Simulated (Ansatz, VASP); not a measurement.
BeS in VASP and in Ansatz

The input INCAR:

```
SYSTEM = BeS
  ALGO = Normal
  EDIFF = 1E-6
  EDIFFG = -0.01
  ENCUT = 600
  GGA = PE
  IBRION = 2
  ISIF = 3
  ISMEAR = 0
  LASPH = .True.
  LCHARG = .False.
  LREAL = .False.
  LWAVE = .False.
  NELM = 80
  NSW = 100
  PREC = Accurate
  SIGMA = 0.02
```

File KPOINTS:

```
k-points
0
Gamma
  8 8 8
  0 0 0
```

File POSCAR:

```
BeS
1.0
    0.0000000000      2.4363135490      2.4363135490
    2.4363135490      0.0000000000      2.4363135490
    2.4363135490      2.4363135490      0.0000000000
Be S
1 1
Direct
    0.5000000000      0.5000000000      0.5000000000
    0.2500000000      0.2500000000      0.2500000000
```

Input for Ansatz:

```yaml
crystal:
  lattice:
    - [0.0, 2.436313549, 2.436313549]
    - [2.436313549, 0.0, 2.436313549]
    - [2.436313549, 2.436313549, 0.0]
  atoms:
    - { symbol: Be, position: [0.5, 0.5, 0.5] }
    - { symbol: S, position: [0.25, 0.25, 0.25] }
basis:
  ecutwfc: 420
kpoints:
  mp_grid: { grid: [8, 8, 8] }
hamiltonian:
  xc: pbe
scf:
  occupations: { method: gaussian, width: 0.02 }
output:
  forces: true
  stress: true
  eigenvalues: true
  write_density: true
  write_potential: true
  elf: true
  volumetric_format: npy
relax:
  adjacent_minimum: "off"
  f_tol: 0.01
  max_steps: 80
  cell: { stress_tol: 0.05 }
```

Alike in both runs: task relaxation of cell and atoms; functional PBE; k mesh 8 × 8 × 8; occupations gaussian, width 0.02 eV; no spin polarisation.

```csv
,VASP,Ansatz
version,VASP 6.6.1,Ansatz 0.2.0
potentials or method,"VASP PAW PBE potentials, release 64 (Be, S), cutoff 600 eV","scalar-relativistic, plane waves, PAW"
valence electrons in the cell,8,8
```

Ansatz gave:

- gap on the k mesh at the Fermi level, each at its own relaxed structure (eV): 3.15
- relaxed volume (Å³/atom): 14.49
- relaxed cell length with the largest relative difference (Å): 3.448

Question: Which values does VASP return?

Answer: gap on the k mesh at the Fermi level, each at its own relaxed structure (eV): 3.15; relaxed volume (Å³/atom): 14.51; relaxed cell length with the largest relative difference (Å): 3.449.
